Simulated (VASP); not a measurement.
# ZrBrCl3 (R3m) in VASP: settings compared, part 2 of 2

VASP 6.6.1. Earlier steps stand in the parts before.

### Step 4. Single point, PBEsol

Input file INCAR:

```
SYSTEM = ZrBrCl3
  PREC = Accurate
  ENCUT = 520
  EDIFF = 1E-6
  ISMEAR = 0
  SIGMA = 0.02
  LREAL = .FALSE.
  LASPH = .TRUE.
  NELM = 80
  ALGO = Normal
  ISIF = 2
  LWAVE = .FALSE.
  LCHARG = .TRUE.
  GGA = PS
  LELF = .TRUE.
  LVHAR = .TRUE.
  NBANDS = 28
```

Input file KPOINTS:

```
Automatic mesh
0
G
  6 6 6
  0 0 0
```

Input file POSCAR:

```
ZrBrCl3
1.0
    5.5737987963      3.2180342188      2.4079699223
   -5.5737987963      3.2180342188      2.4079699223
    0.0000000000     -6.4360684876      2.4079698555
Zr Br Cl
1 1 3
Direct
    0.7404640000      0.7404640000      0.7404640000
    0.3968780000      0.3968780000      0.3968780000
    0.0764230000      0.7355000000      0.7355000000
    0.7355000000      0.7355000000      0.0764230000
    0.7355000000      0.0764230000      0.7355000000
```

Potentials or basis: VASP PAW PBE potentials, release 64 (Zr_sv, Br, Cl).

The run is started by

```sh
cat potpaw_PBE.64/Zr_sv/POTCAR potpaw_PBE.64/Br/POTCAR potpaw_PBE.64/Cl/POTCAR > POTCAR
mpirun -np 1 vasp_std > vasp.out
```

OUTCAR:

```text
SYSTEM = ZrBrCl3
   PREC = Accurate
   ENCUT = 520
   EDIFF = 1E-6
   ISMEAR = 0
   LREAL = .FALSE.
   LASPH = .TRUE.
   NELM = 80
   ISIF = 2
   GGA = PS

 ion  position               nearest neighbor table
   1  0.740  0.740  0.740-   3 2.33   5 2.33   4 2.33   2 2.48
   2  0.397  0.397  0.397-   1 2.48
   3  0.076  0.736  0.736-   1 2.33
   4  0.736  0.736  0.076-   1 2.33
   5  0.736  0.076  0.736-   1 2.33

  LATTYP: Found a trigonal (rhomboedric) cell.
 ALAT       =     6.8717753457
[... 946 lines left out ...]
  --------------------------------------------------------------------------------------
  -------------------------------------------------------------------------------------
  Total       -1.0500449     -1.0500449     -1.0691709     -0.0000000      0.0000000      0.0000000
  in kB       -6.4919356     -6.4919356     -6.6101829     -0.0000000      0.0000000      0.0000000
  external PRESSURE =      -6.5313513 kB  Pullay stress =       0.0000000 kB

 VOLUME and BASIS-vectors are now :
 -----------------------------------------------------------------------------
  energy-cutoff  :      520.00
  volume of cell :      259.15
      direct lattice vectors                 reciprocal lattice vectors
     5.573798796  3.218034219  2.407969922     0.089705427  0.051791451  0.138429195
    -5.573798796  3.218034219  2.407969922    -0.089705427  0.051791451  0.138429195
     0.000000000 -6.436068488  2.407969856     0.000000000 -0.103582906  0.138429194

 POSITION                                       TOTAL-FORCE (eV/Angst)
 -----------------------------------------------------------------------------------
      0.00000     -0.00000      5.34905         0.000000     -0.000000      0.023270
      0.00000     -0.00000      2.86701         0.000000     -0.000000      0.271326
     -3.67356     -2.12093      3.72615        -0.232893     -0.134461     -0.098199
      0.00000      4.24186      3.72615         0.000000      0.268922     -0.098199
      3.67356     -2.12093      3.72615         0.232893     -0.134461     -0.098199
 -----------------------------------------------------------------------------------
    total drift:                               -0.000000     -0.000000     -0.000308

  FREE ENERGIE OF THE ION-ELECTRON SYSTEM (eV)
  ---------------------------------------------------
  free  energy   TOTEN  =       -24.8353199190 eV

  energy  without entropy=      -24.8353199190  energy(sigma->0) =      -24.83531992
```

stdout:

```text
POSCAR found type information on POSCAR ZrBrCl
 POSCAR found :  3 types and       5 ions
 scaLAPACK will be used
 -----------------------------------------------------------------------------
|                                                                             |
|                                                                             |
|     You enforced a specific xc type in the INCAR file but a different       |
|     I HOPE YOU KNOW WHAT YOU ARE DOING!                                     |
|                                                                             |
 -----------------------------------------------------------------------------

 LDA part: xc-table for (Slater+PW92), standard interpolation
 POSCAR, INCAR and KPOINTS ok, starting setup
 FFT: planning ... GRIDC
 FFT: planning ... GRID_SOFT
 FFT: planning ... GRID
 WAVECAR not read
 entering main loop
```

Wall time 2.6 min (1 thread of Intel Xeon 6975P-C (Granite Rapids), shared host); peak memory 0.53 GiB.

What came out:

| Item | Value |
| --- | --- |
| Free energy | -24.8353 eV |
| Pressure | -0.7 GPa |
| Largest force | 0.286 eV/Å |
| Band gap on the k mesh | 4.08 eV |

Forces on the atoms (eV/Å):
```
Zr   0.000  0.000  0.023
Br   0.000  0.000  0.271
Cl  -0.233 -0.134 -0.098
Cl   0.000  0.269 -0.098
Cl   0.233 -0.134 -0.098
```

Caveat: the PAW data sets were made with another functional, which shifts forces and pressure a little. A k mesh can miss the band edges.

### Step 5. Single point, r2SCAN

POSCAR is that of step 4.

Input file INCAR.step1:

```
SYSTEM = ZrBrCl3
ALGO = Normal
EDIFF = 1E-4
ENCUT = 520
GGA = PE
ISMEAR = 0
LASPH = .TRUE.
LCHARG = .FALSE.
LREAL = .FALSE.
LWAVE = .TRUE.
NBANDS = 28
NELM = 100
PREC = Accurate
SIGMA = 0.02
```

Input file INCAR.step2:

```
SYSTEM = ZrBrCl3
ALGO = Normal
EDIFF = 1E-7
ENCUT = 520
ISIF = 2
ISMEAR = 0
ISTART = 1
LASPH = .TRUE.
LCHARG = .FALSE.
LMIXTAU = .TRUE.
LREAL = .FALSE.
LWAVE = .FALSE.
METAGGA = R2SCAN
NBANDS = 28
NELM = 100
PREC = Accurate
SIGMA = 0.02
```

Input file KPOINTS:

```
k-points
0
G
  6 6 6
  0 0 0
```

Potentials or basis: VASP PAW PBE potentials, release 64 (Zr_sv, Br, Cl).

The run is started by

```sh
cat potpaw_PBE.64/Zr_sv/POTCAR potpaw_PBE.64/Br/POTCAR potpaw_PBE.64/Cl/POTCAR > POTCAR
cp INCAR.step1 INCAR
mpirun -np 1 vasp_std > vasp.out
cp INCAR.step2 INCAR
mpirun -np 1 vasp_std > vasp.out
```

OUTCAR:

```text
SYSTEM = ZrBrCl3
   EDIFF = 1E-7
   ENCUT = 520
   ISIF = 2
   ISMEAR = 0
   ISTART = 1
   LASPH = .TRUE.
   LREAL = .FALSE.
   METAGGA = R2SCAN
   NELM = 100
   PREC = Accurate

 ion  position               nearest neighbor table
   1  0.740  0.740  0.740-   3 2.33   5 2.33   4 2.33   2 2.48
   2  0.397  0.397  0.397-   1 2.48
   3  0.076  0.736  0.736-   1 2.33
   4  0.736  0.736  0.076-   1 2.33
   5  0.736  0.076  0.736-   1 2.33

  LATTYP: Found a trigonal (rhomboedric) cell.
 ALAT       =     6.8717753457
[... 946 lines left out ...]
  --------------------------------------------------------------------------------------
  -------------------------------------------------------------------------------------
  Total       -0.6097413     -0.6097413     -0.6289124      0.0000000      0.0000000      0.0000000
  in kB       -3.7697450     -3.7697450     -3.8882707      0.0000000      0.0000000      0.0000000
  external PRESSURE =      -3.8092536 kB  Pullay stress =       0.0000000 kB

 VOLUME and BASIS-vectors are now :
 -----------------------------------------------------------------------------
  energy-cutoff  :      520.00
  volume of cell :      259.15
      direct lattice vectors                 reciprocal lattice vectors
     5.573798796  3.218034219  2.407969922     0.089705427  0.051791451  0.138429195
    -5.573798796  3.218034219  2.407969922    -0.089705427  0.051791451  0.138429195
     0.000000000 -6.436068488  2.407969856     0.000000000 -0.103582906  0.138429194

 POSITION                                       TOTAL-FORCE (eV/Angst)
 -----------------------------------------------------------------------------------
      0.00000     -0.00000      5.34905         0.000000     -0.000000      0.002721
      0.00000     -0.00000      2.86701         0.000000     -0.000000      0.084164
     -3.67356     -2.12093      3.72615        -0.073398     -0.042377     -0.028962
      0.00000      4.24186      3.72615         0.000000      0.084753     -0.028962
      3.67356     -2.12093      3.72615         0.073398     -0.042377     -0.028962
 -----------------------------------------------------------------------------------
    total drift:                               -0.000000     -0.000001     -0.001128

  FREE ENERGIE OF THE ION-ELECTRON SYSTEM (eV)
  ---------------------------------------------------
  free  energy   TOTEN  =       -63.4609464202 eV

  energy  without entropy=      -63.4609464202  energy(sigma->0) =      -63.46094642
```

OUTCAR.step1:

```text
SYSTEM = ZrBrCl3
   EDIFF = 1E-4
   ENCUT = 520
   GGA = PE
   ISMEAR = 0
   LASPH = .TRUE.
   LREAL = .FALSE.
   NELM = 100
[... 976 lines left out ...]
     -3.67356     -2.12093      3.72615        -0.006570     -0.003793     -0.003348
      0.00000      4.24186      3.72615         0.000000      0.007586     -0.003348
      3.67356     -2.12093      3.72615         0.006570     -0.003793     -0.003348
 -----------------------------------------------------------------------------------
    total drift:                               -0.000000     -0.000000      0.001048

  FREE ENERGIE OF THE ION-ELECTRON SYSTEM (eV)
  ---------------------------------------------------
  free  energy   TOTEN  =       -24.0282938916 eV

  energy  without entropy=      -24.0282938916  energy(sigma->0) =      -24.02829389
```

OSZICAR.step1:

```text
N       E                     dE             d eps       ncg     rms          rms(c)
DAV:   1     0.348697683795E+03    0.34870E+03   -0.16718E+04  1824   0.116E+03
DAV:   2     0.110557195825E+02   -0.33764E+03   -0.33031E+03  2476   0.265E+02
DAV:   3    -0.248825877285E+02   -0.35938E+02   -0.35794E+02  2604   0.860E+01
DAV:   4    -0.262081262174E+02   -0.13255E+01   -0.13211E+01  2756   0.152E+01
DAV:   5    -0.262786807896E+02   -0.70555E-01   -0.70551E-01  2472   0.195E+00    0.172E+01
DAV:   6    -0.240461916234E+02    0.22325E+01   -0.49910E+00  1916   0.126E+01    0.789E+00
DAV:   7    -0.240141260401E+02    0.32066E-01   -0.58655E-01  2472   0.339E+00    0.385E+00
DAV:   8    -0.240276798018E+02   -0.13554E-01   -0.14547E-01  2156   0.201E+00    0.532E-01
DAV:   9    -0.240274090695E+02    0.27073E-03   -0.18223E-02  2272   0.700E-01    0.738E-01
DAV:  10    -0.240280029486E+02   -0.59388E-03   -0.17091E-03  2448   0.254E-01    0.353E-01
DAV:  11    -0.240282382565E+02   -0.23531E-03   -0.66499E-04  1976   0.156E-01    0.121E-01
DAV:  12    -0.240282938916E+02   -0.55635E-04   -0.92378E-05  1612   0.552E-02
   1 F= -.24028294E+02 E0= -.24028294E+02  d E =-.135720E-76
```

It took 11 min on 1 thread of Intel Xeon 6975P-C (Granite Rapids), shared host; peak memory 0.56 GiB.

Results:

| Item | Value |
| --- | --- |
| Free energy | -63.4609 eV |
| Pressure | -0.4 GPa |
| Largest force | 0.090 eV/Å |
| Band gap on the k mesh | 4.55 eV |

Forces in eV/Å, atoms in the order of the input:
```
Zr   0.000  0.000  0.003
Br   0.000  0.000  0.084
Cl  -0.073 -0.042 -0.029
Cl   0.000  0.085 -0.029
Cl   0.073 -0.042 -0.029
```

Caveat: the PAW data sets were made with another functional, which shifts forces and pressure a little. A k mesh can miss the band edges.

### Step 6. Overview

| level | k mesh | smearing | gap on the mesh (eV) | pressure (GPa) | largest force (eV/Å) |
| --- | --- | --- | --- | --- | --- |
| PBE | 3 × 3 × 3 | gaussian 0.1 eV | 4.20 | 0.0 | 0.02 |
| PBE | 6 × 6 × 6 | gaussian 0.02 eV | 4.10 | 0.0 | 0.02 |
| PBEsol | 6 × 6 × 6 | gaussian 0.02 eV | 4.08 | -0.7 | 0.29 |
| r2SCAN | 6 × 6 × 6 | gaussian 0.02 eV | 4.55 | -0.4 | 0.09 |

Alike in all rows: task single point; potentials or basis VASP PAW PBE potentials, release 64 (Zr_sv, Br, Cl); no spin polarisation; cell as given; cutoff (eV) 520.

On the cell as given the gap runs from 4.08 eV (PBEsol) to 4.55 eV (r2SCAN); the meshes differ, which moves gaps too. The pressure there spans -0.7 GPa (PBEsol) to 0.0 GPa (PBE); a positive pressure means that this level wants a larger cell, a negative one a smaller.

Caveats: the PAW data sets were made with another functional, which shifts forces and pressure a little (at least some runs).

Total energies depend on the potentials used, so only differences within one code and one set of settings carry meaning.
